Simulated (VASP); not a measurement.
# Bi (Pm-3m) in VASP: a series of runs

Runs on Bi. Level: PBE. Tasks: single point.

Program: VASP 6.6.1. These are calculated values, not measurements. Logs are shortened: lines on timing, memory, paths and dates and some standing lists are left out, and cuts for length are marked.

## Step 1: The cell of the first run

Symmetry: Pm-3m, No. 221, cubic system. Conventional cell: a = 3.210 Å, b = 3.210 Å, c = 3.210 Å, α = 90.00°, β = 90.00°, γ = 90.00°. Within 4.2 Å of Bi (site symmetry m-3m) lie 6 Bi at 3.21 Å.

This isn't the form of Bi at room conditions, which is rhombohedral.

## Step 2: Single point, PBE

File INCAR:

```
SYSTEM = Bi
PREC     = Accurate       ! precision mode
ENCUT    = 520            ! plane-wave cutoff, eV
EDIFF    = 1E-6           ! SCF threshold, eV
ISMEAR   = -1             ! smearing method
SIGMA    = 0.06122561905347299 ! smearing width, eV
LREAL    = .False.        ! projectors in reciprocal space
LASPH    = .True.         ! aspherical terms in the spheres
NELM     = 60             ! most SCF steps
ALGO     = Normal         ! electronic algorithm
ISIF     = 2              ! what is computed and relaxed
LWAVE    = .False.        ! write WAVECAR
LCHARG   = .False.        ! write CHGCAR
GGA      = PE             ! functional
NBANDS   = 14             ! bands
```

File KPOINTS:

```
regular mesh
0
Gamma
  17 17 17
  0 0 0
```

File POSCAR:

```
Bi
1.0
    3.2098733334      0.0000000000      0.0000000000
    0.0000000000      3.2098733334      0.0000000000
    0.0000000000      0.0000000000      3.2098733334
Bi
1
Direct
    0.0000000000      0.0000000000      0.0000000000
```

Potentials or basis: VASP PAW PBE potentials, release 64 (Bi_d).

The run is started by

```
$ cat potpaw_PBE.64/Bi_d/POTCAR > POTCAR
$ mpirun -np 1 vasp_std > vasp.out
```

OUTCAR:

```text
SYSTEM = Bi
   PREC = Accurate
   ENCUT = 520
   EDIFF = 1E-6
   ISMEAR = -1
   LREAL = .False.
   LASPH = .True.
   NELM = 60
   ISIF = 2
   GGA = PE

 ion  position               nearest neighbor table
   1  0.000  0.000  0.000-

  LATTYP: Found a simple cubic cell.
 ALAT       =     3.2098733334

  Lattice vectors:

 A1 = (   3.2098733334,   0.0000000000,   0.0000000000)
 A2 = (   0.0000000000,   3.2098733334,   0.0000000000)
 A3 = (   0.0000000000,   0.0000000000,   3.2098733334)

Analysis of symmetry for initial positions (statically):
=====================================================================
 Subroutine PRICEL returns:
 Original cell was already a primitive cell.

 Routine SETGRP: Setting up the symmetry group for a
 simple cubic supercell.

 Subroutine GETGRP returns: Found 48 space group operations
 (whereof 48 operations were pure point group operations)
 out of a pool of 48 trial point group operations.

The static configuration has the point symmetry O_h .

Analysis of symmetry for dynamics (positions and initial velocities):
=====================================================================
 Subroutine PRICEL returns:
 Original cell was already a primitive cell.

 Routine SETGRP: Setting up the symmetry group for a
 simple cubic supercell.

 Subroutine GETGRP returns: Found 48 space group operations
 (whereof 48 operations were pure point group operations)
 out of a pool of 48 trial point group operations.

The dynamic configuration has the point symmetry O_h .

 Subroutine INISYM returns: Found 48 space group operations
 (whereof 48 operations are pure point group operations),
 and found     1 'primitive' translations

----------------------------------------------------------------------------------------

                                     Primitive cell

  volume of cell :      33.0722

  direct lattice vectors                    reciprocal lattice vectors
     3.209873333  0.000000000  0.000000000     0.311538773  0.000000000  0.000000000
     0.000000000  3.209873333  0.000000000     0.000000000  0.311538773  0.000000000
     0.000000000  0.000000000  3.209873333     0.000000000  0.000000000  0.311538773

  length of vectors
     3.209873333  3.209873333  3.209873333     0.311538773  0.311538773  0.311538773

  position of ions in fractional coordinates (direct lattice)
     0.000000000  0.000000000  0.000000000

  ion indices of the primitive-cell ions
   primitive index   ion index
                 1           1

----------------------------------------------------------------------------------------

 KPOINTS: regular mesh

Automatic generation of k-mesh.
 Grid dimensions read from file:
 generate k-points for:   17   17   17

 Generating k-lattice:

  Cartesian coordinates                     Fractional coordinates (reciprocal lattice)
     0.018325810  0.000000000  0.000000000     0.058823529  0.000000000  0.000000000
     0.000000000  0.018325810  0.000000000     0.000000000  0.058823529  0.000000000
     0.000000000  0.000000000  0.018325810     0.000000000  0.000000000  0.058823529

  Length of vectors
     0.018325810  0.018325810  0.018325810

  Shift w.r.t. Gamma in fractional coordinates (k-lattice)
     0.000000000  0.000000000  0.000000000

 Subroutine IBZKPT returns following result:
 ===========================================

 Found    165 irreducible k-points:

 Following reciprocal coordinates:
            Coordinates               Weight
  0.000000  0.000000  0.000000      1.000000
  0.058824  0.000000  0.000000      6.000000
  0.117647  0.000000  0.000000      6.000000
  0.176471  0.000000  0.000000      6.000000
  0.235294  0.000000  0.000000      6.000000
  0.294118  0.000000  0.000000      6.000000
[... 16 lines left out ...]
  0.411765  0.117647  0.000000     24.000000
  0.470588  0.117647  0.000000     24.000000
 [... further k-points ...]
   k-points           NKPTS =    165   k-points in BZ     NKDIM =    165   number of bands    NBANDS=     14
   number of dos      NEDOS =    301   number of ions     NIONS =      1
   total plane-waves  NPLWV =  13824
   dimension x,y,z NGX =    24 NGY =   24 NGZ =   24
   dimension x,y,z NGXF=    48 NGYF=   48 NGZF=   48
   ions per type =               1
   NGX,Y,Z   is equivalent  to a cutoff of  12.43, 12.43, 12.43 a.u.
   NGXF,Y,Z  is equivalent  to a cutoff of  24.86, 24.86, 24.86 a.u.
 SYSTEM =  Bi
   PREC   = accura    normal or accurate (medium, high low for compatibility)
   ISTART =      0    job   : 0-new  1-cont  2-samecut
   ICHARG =      2    charge: 1-file 2-atom 10-const
   ISPIN  =      1    spin polarized calculation?
   LNONCOLLINEAR =      F non collinear calculations
   LSORBIT =      F    spin-orbit coupling
   LASPH  =      T    aspherical Exc in radial PAW
   ENCUT  =  520.0 eV  38.22 Ry    6.18 a.u.   5.97  5.97  5.97*2*pi/ulx,y,z
   NELM   =     60;   NELMIN=  2; NELMDL= -5     # of ELM steps
   EDIFF  = 0.1E-05   stopping-criterion for ELM
   LREAL  =      F    real-space projection
   EDIFFG = 0.1E-04   stopping-criterion for IOM
   NSW    =      0    number of steps for IOM
   IBRION =     -1    ionic relax: 0-MD 1-quasi-New 2-CG
   NFREE  =      0    steps in history (QN), initial steepest desc. (CG)
   ISIF   =      2    stress and relaxation
   ISYM   =      2    0-nonsym 1-usesym 2-fastsym
   POTIM  = 0.5000    time-step for ionic-motion
   TEBEG  =    0.0;   TEEND  =   0.0 temperature during run
   PSTRESS=    0.0 pullay stress
   NELECT =      15.0000    total number of electrons
   NUPDOWN=      -1.0000    fix difference up-down
   EMIN   =  10.00;   EMAX   =-10.00  energy-range for DOS
   EFERMI =   0.00;   METHOD = LEGACY
   ISMEAR =    -1;   SIGMA  =   0.06  broadening in eV -4-tet -1-fermi 0-gaus
   EFERMI_NEDOS =   21; number of points for ismear=-14 and -15
   IALGO  =     38    algorithm
   IMIX   =      4    mixing-type and parameters
     AMIX     =   0.40;   BMIX     =  1.00
     AMIX_MAG =   1.60;   BMIX_MAG =  1.00
  volume/ion in A,a.u.               =      33.07       223.18
  Fermi-wavevector in a.u.,A,eV,Ry     =   1.257817  2.376929 21.525816  1.582103
  Thomas-Fermi vector in A             =   2.391457
   LORBIT       =      0    0 simple, 1 ext, 2 COOP (PROOUT), +10 PAW based schemes
   GGA     = PE    functional components
   LHFCALC =     F    Hartree Fock is set to
   AEXX    =    0.0000 exact exchange contribution
   IVDW    =     0    specifies the selected vdW correction
   LEPSILON=     F    determine dielectric tensor
   LRPA    =     F    only Hartree local field effects (RPA)
 non-spin polarized calculation
  energy-cutoff  :      520.00
  volume of cell :       33.07
 maximum number of plane-waves:       912
 NGX is ok and might be reduce to    24
   NGX = 11   NGY = 11   NGZ = 11

 number of electron      15.0000012 magnetization

 Free energy of the ion-electron system (eV)
  ---------------------------------------------------
  ext. energy  EPLUGINS =         0.00000000
  ---------------------------------------------------
  free energy    TOTEN  =        -3.82633994 eV

  energy without entropy =       -3.81901346  energy(sigma->0) =       -3.82267670

 E-fermi :   7.0431     XC(G=0):  -9.8590

 val. band max:        7.0295761005   @ k =   0.4706   0.4706   0.3529
 cond. band min:       7.0503350170   @ k =   0.4118   0.2941   0.2941
 fundamental gap:      0.0207589165
 Fermi energy:         7.0431292417

 k-point     1 :       0.0000    0.0000    0.0000
  band No.  band energies     occupation
      1     -15.9741      2.00000
      2     -15.9741      2.00000
      3     -15.6091      2.00000
      4     -15.6091      2.00000
      5     -15.6091      2.00000
      6      -6.3258      2.00000
      7      10.2899      0.00000
      8      10.2899      0.00000
      9      10.2899      0.00000
     10      13.5731      0.00000
     11      14.9804      0.00000
     12      14.9804      0.00000
     13      24.1059      0.00000
     14      24.1059      0.00000

 k-point     2 :       0.0588    0.0000    0.0000
  band No.  band energies     occupation
      1     -15.9735      2.00000
      2     -15.9639      2.00000
      3     -15.6124      2.00000
      4     -15.6124      2.00000
      5     -15.6089      2.00000
      6      -6.2806      2.00000
      7       9.6228      0.00000
      8      10.3410      0.00000
      9      10.3410      0.00000
     10      13.8446      0.00000
     11      15.0140      0.00000
     12      15.4945      0.00000
     13      23.7615      0.00000
     14      24.0235      0.00000

 k-point     3 :       0.1176    0.0000    0.0000
  band No.  band energies     occupation
      1     -15.9720      2.00000
      2     -15.9347      2.00000
      3     -15.6216      2.00000
      4     -15.6216      2.00000
      5     -15.6082      2.00000
      6      -6.1459      2.00000
      7       8.3013      0.00000
      8      10.4916      0.00000
      9      10.4916      0.00000
     10      14.1321      0.00000
     11      15.1151      0.00000
     12      16.8854      0.00000
     13      22.9639      0.00000
     14      23.6736      0.00000

 k-point     4 :       0.1765    0.0000    0.0000
  band No.  band energies     occupation
      1     -15.9697      2.00000
      2     -15.8905      2.00000
      3     -15.6355      2.00000
      4     -15.6355      2.00000
      5     -15.6070      2.00000
      6      -5.9257      2.00000
      7       6.8725      1.88394
      8      10.7323      0.00000
      9      10.7323      0.00000
     10      14.3811      0.00000
     11      15.2845      0.00000
     12      18.6615      0.00000
     13      22.0176      0.00000
     14      22.9622      0.00000

 k-point     5 :       0.2353    0.0000    0.0000
  band No.  band energies     occupation
      1     -15.9668      2.00000
      2     -15.8372      2.00000
      3     -15.6522      2.00000
      4     -15.6522      2.00000
      5     -15.6057      2.00000
      6      -5.6286      2.00000
      7       5.4953      2.00000
      8      11.0461      0.00000
      9      11.0461      0.00000
     10      14.6762      0.00000
     11      15.5234      0.00000
[... 276 lines left out ...]
 k-point    22 :       0.3529    0.1176    0.0000
  band No.  band energies     occupation
      1     -15.9332      2.00000
      2     -15.7172      2.00000
      3     -15.7004      2.00000
      4     -15.6837      2.00000
      5     -15.6151      2.00000
      6      -4.7150      2.00000
      7       3.3571      2.00000
      8       9.8119      0.00000
      9      11.9809      0.00000
     10      15.7985      0.00000
     11      16.3505      0.00000
     12      18.9080      0.00000
     13      19.4497      0.00000
     14      20.4862      0.00000

 k-point    23 :       0.4118    0.1176    0.0000
  band No.  band energies     occupation
      1     -15.9311      2.00000
      2     -15.7125      2.00000
      3     -15.6952      2.00000
      4     -15.6797      2.00000
      5     -15.6142      2.00000
      6      -4.3729      2.00000
      7       2.5447      2.00000
      8      10.1625      0.00000
      9      12.2922      0.00000
     10      15.4792      0.00000
     11      16.5782      0.00000
     12      18.5854      0.00000
     13      19.2612      0.00000
     14      19.8733      0.00000

 k-point    24 :       0.4706    0.1176    0.0000
  band No.  band energies     occupation
      1     -15.9300      2.00000
      2     -15.7190      2.00000
      3     -15.7014      2.00000
      4     -15.6596      2.00000
      5     -15.6136      2.00000
      6      -4.1604      2.00000
      7       2.0947      2.00000
      8      10.3817      0.00000
      9      12.4757      0.00000
     10      15.1517      0.00000
     11      17.1245      0.00000
     12      17.8296      0.00000
     13      19.5374      0.00000
     14      19.5810      0.00000

 [... further k-points ...]
[... 5 lines left out ...]
  --------------------------------------------------------------------------------------
  -------------------------------------------------------------------------------------
  Total        0.6634680      0.6634680      0.6634680     -0.0000000      0.0000000      0.0000000
  in kB       32.1415548     32.1415548     32.1415548     -0.0000000      0.0000000      0.0000000
  external PRESSURE =      32.1415548 kB  Pullay stress =       0.0000000 kB

 VOLUME and BASIS-vectors are now :
 -----------------------------------------------------------------------------
  energy-cutoff  :      520.00
  volume of cell :       33.07
      direct lattice vectors                 reciprocal lattice vectors
     3.209873333  0.000000000  0.000000000     0.311538773  0.000000000  0.000000000
     0.000000000  3.209873333  0.000000000     0.000000000  0.311538773  0.000000000
     0.000000000  0.000000000  3.209873333     0.000000000  0.000000000  0.311538773

 POSITION                                       TOTAL-FORCE (eV/Angst)
 -----------------------------------------------------------------------------------
      0.00000      0.00000      0.00000         0.000000      0.000000      0.000000
 -----------------------------------------------------------------------------------
    total drift:                                0.000000     -0.000000      0.000000

  FREE ENERGIE OF THE ION-ELECTRON SYSTEM (eV)
  ---------------------------------------------------
  free  energy   TOTEN  =        -3.8263399384 eV

  energy  without entropy=       -3.8190134598  energy(sigma->0) =       -3.82267670
```

Wall time 51 s (1 thread of Intel Xeon 8259CL, shared host); peak memory 0.18 GiB.

What came out:

```yaml
Free_energy: -3.8263 eV
Pressure: 3.2 GPa
Band_gap_on_the_k_mesh: zero (an odd number of electrons rules out a gap without spin polarisation)
```

Caveat: the cell stands under pressure; spin-orbit coupling is left out, which moves the levels of the heavy elements.

## Step 3: Single point, PBE

File INCAR:

```
PREC = Accurate
ENCUT = 520
EDIFF = 1E-6
ISMEAR = -1
SIGMA = 0.06122561905347299
LREAL = False
LASPH = True
NELM = 100
ALGO = Normal
ISIF = 2
LWAVE = False
LCHARG = False
GGA = PE
NBANDS = 14
```

File KPOINTS:

```
regular mesh
0
Gamma
  17 17 17
```

POSCAR is that of step 2.

Potentials or basis: VASP PAW PBE potentials, release 64 (Bi_d).

The run is started by

```
$ cat potpaw_PBE.64/Bi_d/POTCAR > POTCAR
$ mpirun -np 1 vasp_std > vasp.out
```

Run time: 46 s. Hardware: 1 thread of Intel Xeon 8259CL, shared host; peak memory 0.19 GiB.

The run converged. Its results:

- Free energy: -3.8263 eV
- Pressure: 3.2 GPa
- Band gap on the k mesh: zero (an odd number of electrons rules out a gap without spin polarisation)

Levels at points of the mesh, in eV from the Fermi level:
```tsv
k point	band 3	band 4	band 5	band 6	band 7	band 8	band 9	band 10	band 11	band 12
(0.00, 0.00, 0.00)	-22.65	-22.65	-22.65	-13.37	3.25	3.25	3.25	6.53	7.94	7.94
```

Caveat: the cell stands under pressure; spin-orbit coupling is left out, which moves the levels of the heavy elements.

## Step 4: Single point, PBE

This run uses another cell than the first one, of 33.78 Å³/atom.

File INCAR:

```
PREC = Accurate ; ENCUT = 520
EDIFF = 1E-7 ; ISMEAR = -1
SIGMA = 0.06122561905347299 ; LREAL = F
LASPH = T ; NELM = 100
ALGO = Normal ; ISIF = 2
LWAVE = F ; LCHARG = F
GGA = PE ; NBANDS = 14
```

File KPOINTS:

```
Automatic mesh
0
Gamma
  17 17 17
```

File POSCAR:

```
Bi
1.0
    3.2324788200      0.0000000000      0.0000000000
    0.0000000000      3.2324788200      0.0000000000
    0.0000000000      0.0000000000      3.2324788200
Bi
1
Direct
    0.0000000000      0.0000000000      0.0000000000
```

The run is started by

```
$ cat potpaw_PBE.64/Bi_d/POTCAR > POTCAR
$ mpirun -np 1 vasp_std > vasp.out
```

It took 48 s on 1 thread of Intel Xeon 8259CL, shared host; peak memory 0.19 GiB.

It converged, with:

* Free energy: -3.8381 eV
* Pressure: 2.0 GPa
* Band gap on the k mesh: zero (an odd number of electrons rules out a gap without spin polarisation)

Levels at points of the mesh, in eV from the Fermi level:
```tsv
k point	band 3	band 4	band 5	band 6	band 7	band 8	band 9	band 10	band 11	band 12
(0.00, 0.00, 0.00)	-22.64	-22.64	-22.64	-13.22	3.20	3.20	3.20	6.42	7.88	7.88
```

Caveat: spin-orbit coupling is left out, which moves the levels of the heavy elements.

## Step 5: Single point, PBE

This run uses another cell than the first one, of 33.78 Å³/atom.

File INCAR:

```
SYSTEM = Bi
PREC = Accurate ; ENCUT = 520
EDIFF = 1E-7 ; ISMEAR = -1
SIGMA = 0.06122561905347299 ; LREAL = .FALSE.
LASPH = .TRUE. ; NELM = 100
ALGO = Normal ; ISIF = 2
LWAVE = .FALSE. ; LCHARG = .FALSE.
GGA = PE ; NBANDS = 14
```

File KPOINTS:

```
regular mesh
0
G
  17 17 17
  0 0 0
```

POSCAR is that of step 4.

The run is started by

```
$ cat potpaw_PBE.64/Bi_d/POTCAR > POTCAR
$ mpirun -np 1 vasp_std > vasp.out
```

Run time: 56 s. Hardware: 1 thread of Intel Xeon 8259CL, shared host; peak memory 0.19 GiB.

The run converged. Its results:

* Free energy: -3.8381 eV
* Pressure: 2.0 GPa
* Band gap on the k mesh: zero (an odd number of electrons rules out a gap without spin polarisation)

Levels at points of the mesh, in eV from the Fermi level:
```
           k point  band 3  band 4  band 5  band 6  band 7  band 8  band 9  band 10  band 11  band 12
(0.00, 0.00, 0.00)  -22.64  -22.64  -22.64  -13.22    3.20    3.20    3.20     6.42     7.88     7.88
```

Caveat: spin-orbit coupling is left out, which moves the levels of the heavy elements.
